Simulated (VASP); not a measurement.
Write the native input for VASP 6.6.1 that does the following.

```yaml
Task: single point
Functional: PBE
Potentials_or_basis: VASP PAW PBE potentials, release 64 (Cu, Mo_sv)
Cutoff: 520 eV
k_mesh: 6 × 6 × 4
Occupations: gaussian, width 0.1 eV
Spin: no spin polarisation
Dipole_correction: no
Further_INCAR_settings: ALGO = Normal; EDIFF = 1e-06; NBANDS = 37
```

The structure of Cu4Mo lies in POSCAR:

```
Cu4Mo
1.0
    3.8697131700      0.0000000000      0.0000000000
   -1.9348565900      3.3512699100      0.0000000000
    0.0000000000      0.0000000000      5.2184075900
Cu Mo
4 1
Direct
    0.3333333300      0.6666666700      0.4713460900
    0.6666666700      0.3333333300      0.5286539100
    0.3333333300      0.6666666700      0.0201291500
    0.6666666700      0.3333333300      0.9798708500
    0.0000000000      0.0000000000      0.5000000000
```

The cell was generated, and may not be a known phase.

These files were run (other wordings do the same):

INCAR

```
SYSTEM = Cu4Mo
PREC = Accurate ; ENCUT = 520
EDIFF = 1E-6 ; ISMEAR = 0
SIGMA = 0.1 ; LREAL = .False.
LASPH = .True. ; NELM = 60
ALGO = Normal ; ISIF = 2
LWAVE = .False. ; LCHARG = .False.
GGA = PE ; NBANDS = 37
```

KPOINTS

```
regular mesh
0
Gamma
  6 6 4
  0 0 0
```

Potentials or basis: VASP PAW PBE potentials, release 64 (Cu, Mo_sv).

The run is started by

```bash
$ cat potpaw_PBE.64/Cu/POTCAR potpaw_PBE.64/Mo_sv/POTCAR > POTCAR
$ mpirun -np 1 vasp_std > vasp.out
```

It gave:

| Item | Value |
| --- | --- |
| Pressure | 41.2 GPa |
| Largest force | 0.458 eV/Å |
| Band gap on the k mesh | zero (bands 29 and 30 overlap by 1.26 eV) |

Caveat: the stress differs along the axes, from -10 to 67 GPa.

It took 47 s on 1 thread of Intel(R) Xeon(R) Platinum 8488C (Sapphire Rapids), on a shared host, peak memory 0.2 GiB.
